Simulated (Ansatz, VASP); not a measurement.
**SiGe in VASP and in Ansatz**

The input INCAR:

```
SYSTEM = SiGe
  PREC = Accurate
  ENCUT = 520
  EDIFF = 1E-6
  ISMEAR = 0
  SIGMA = 0.03
  LREAL = .FALSE.
  LASPH = .TRUE.
  NELM = 60
  ALGO = Normal
  ISIF = 2
  LWAVE = .FALSE.
  LCHARG = .FALSE.
  GGA = PS
  NBANDS = 26
```

The input KPOINTS:

```
regular mesh
0
G
  12 12 6
  0 0 0
```

The input POSCAR:

```
SiGe
1.0
    3.5885491402      0.0000000000      0.0000000000
   -1.7942745701      3.1077747182      0.0000000000
    0.0000000000      0.0000000000      6.4433927881
Si Ge
2 2
Direct
    0.6666666667      0.3333333333      0.8745463420
    0.3333333333      0.6666666667      0.3745463420
    0.6666666667      0.3333333333      0.5004526580
    0.3333333333      0.6666666667      0.0004526580
```

Input for Ansatz:

```yaml
crystal:
  lattice:
    - [3.5885491402, 0.0, 0.0]
    - [-1.7942745701, 3.1077747182, 0.0]
    - [0.0, 0.0, 6.4433927881]
  atoms:
    - { symbol: Si, position: [0.6666666667, 0.3333333333, 0.874546342] }
    - { symbol: Si, position: [0.3333333333, 0.6666666667, 0.374546342] }
    - { symbol: Ge, position: [0.6666666667, 0.3333333333, 0.500452658] }
    - { symbol: Ge, position: [0.3333333333, 0.6666666667, 0.000452658] }
basis:
  ecutwfc: 420
kpoints:
  mp_grid: { grid: [12, 12, 6] }
hamiltonian:
  xc: pbesol
scf:
  occupations: { method: gaussian, width: 0.03 }
output:
  forces: true
  stress: true
  eigenvalues: true
```

Change from the starting cell: strain -0.080 along x and y, +0.000 along z, atoms carried along.

Alike in both runs: task single point; functional PBEsol; k mesh 12 × 12 × 6; occupations gaussian, width 0.03 eV; no spin polarisation.

|  | VASP | Ansatz |
| --- | --- | --- |
| version | VASP 6.6.1 | Ansatz 0.2.0 |
| potentials or method | VASP PAW PBE potentials, release 64 (Si, Ge_d), cutoff 520 eV | scalar-relativistic, plane waves, PAW |
| valence electrons in the cell | 36 | 36 |

Ansatz gave:

| Property | Result |
| --- | --- |
| gap on the k mesh at the Fermi level (eV) | 0.10 |
| least direct gap on the mesh (eV) | 0.65 |
| pressure (GPa) | 20.7 |
| traceless stress, the component that is largest in VASP (GPa) | -16.24 |
| rms of the force components (eV/Å) | 0.809 |

Question: Which values does VASP return?

Answer: gap on the k mesh at the Fermi level (eV): 0.09; least direct gap on the mesh (eV): 0.65; pressure (GPa): 20.6; traceless stress, the component that is largest in VASP (GPa): -16.27; rms of the force components (eV/Å): 0.805.

VASP's potentials were made for PBE, not for PBEsol. Atom by atom the forces differ by 0.004 eV/Å (rms over components).
